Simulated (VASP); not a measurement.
# MnO: electric field gradients with PBE

The system is MnO.

```xyz
4
Lattice="3.3604 0.0000 0.0000 -1.6802 2.9102 0.0000 0.0000 0.0000 5.3675" Properties=species:S:1:pos:R:3 pbc="T T T"
Mn    0.0000    1.9401    0.0588
Mn    1.6802    0.9701    2.7426
O     0.0000    1.9401    2.0153
O     1.6802    0.9701    4.6991
```

- Program: VASP 6.6.1
- Task: electric field gradients
- Functional: PBE
- Potentials or basis: VASP PAW PBE potentials, release 64 (Mn_pv, O)
- Cutoff: 520 eV
- k mesh: 14 × 14 × 8
- Occupations: fermi-dirac, width 0.05 eV
- Spin: collinear spin, ferromagnetic start
- Starting moments: [4.0, 4.0, 0.0, 0.0] μB
- Dipole correction: no
- Further INCAR settings: ALGO = Normal; EDIFF = 1e-08; NBANDS = 31

```yaml
Pressure: 8.0 GPa
Largest_force: 0.688 eV/Å
Band_gap_on_the_k_mesh: zero (filled and empty bands overlap)
Net_moment: 9.99 μB per cell
Site_moments: Mn +4.41; O +0.21 μB
Largest_electric_field_gradient_by_atom: Mn -26.5; O +1.0 V/Å²
Valence_electrons_inside_the_program's_atomic_spheres: Mn 11.44; O 5.02
```

Forces on the atoms (eV/Å):
```
Mn   0.000  0.000 -0.688
Mn   0.000  0.000 -0.688
O    0.000  0.000  0.688
O    0.000  0.000  0.688
```

Stress tensor (GPa, compression positive):
```
 5.03  0.00  0.00
 0.00  5.03  0.00
 0.00  0.00 13.84
```

Levels at points of the mesh, in eV from the Fermi level:
Spin up:
| k point | band 21 | band 22 | band 23 | band 24 | band 25 | band 26 | band 27 | band 28 |
| --- | --- | --- | --- | --- | --- | --- | --- | --- |
| (0.00, 0.00, 0.00) | -1.09 | -1.09 | -0.01 | -0.01 | 0.06 | 3.73 | 5.59 | 11.60 |
| (0.50, 0.00, 0.00) | -2.11 | -1.92 | -0.88 | -0.75 | 3.91 | 4.28 | 5.82 | 7.63 |
| (0.00, 0.00, 0.50) | -0.58 | -0.58 | -0.58 | -0.58 | 1.22 | 1.22 | 8.44 | 8.44 |
| (0.50, 0.00, 0.50) | -1.34 | -1.34 | -1.25 | -1.25 | 3.88 | 3.88 | 6.16 | 6.16 |
Spin down:
| k point | band 10 | band 11 | band 12 | band 13 | band 14 | band 15 | band 16 | band 17 | band 18 | band 19 |
| --- | --- | --- | --- | --- | --- | --- | --- | --- | --- | --- |
| (0.00, 0.00, 0.00) | -5.19 | -5.03 | -5.03 | -4.82 | -4.82 | -0.10 | 0.91 | 0.91 | 1.06 | 1.69 |
| (0.50, 0.00, 0.00) | -6.04 | -5.44 | -5.01 | -4.93 | -4.74 | 0.36 | 0.40 | 1.20 | 1.47 | 1.53 |
| (0.00, 0.00, 0.50) | -6.07 | -4.94 | -4.94 | -4.94 | -4.94 | 1.39 | 1.39 | 1.39 | 1.39 | 1.45 |
| (0.50, 0.00, 0.50) | -6.49 | -5.02 | -5.02 | -4.85 | -4.85 | 0.87 | 0.87 | 1.49 | 1.49 | 1.66 |

Electric field gradients, principal values (V/Å²):
```tsv
atom	least	middle	greatest (by size)
1 Mn	13.233	13.242	-26.475
2 Mn	13.233	13.242	-26.475
3 O	-0.481	-0.484	0.965
4 O	-0.481	-0.484	0.965
```

It took 7.1 min on 1 thread of Oxide Virtual Turin-like Processor, with other jobs on the host, peak memory 0.35 GiB.

Caveat: the cell stands under pressure; without QUAD_EFG the Cq values of the log hold for a quadrupole moment of 1 mb, not for the nuclei; semilocal functionals often make such compounds metallic where correlation or magnetic order opens a gap, which also shifts bond lengths; only a ferromagnetic start was run, and an antiferromagnetic order may lie lower in energy. With open d or f shells a metallic result of PBE can be an artefact of self-interaction; +U or a hybrid may open a gap.
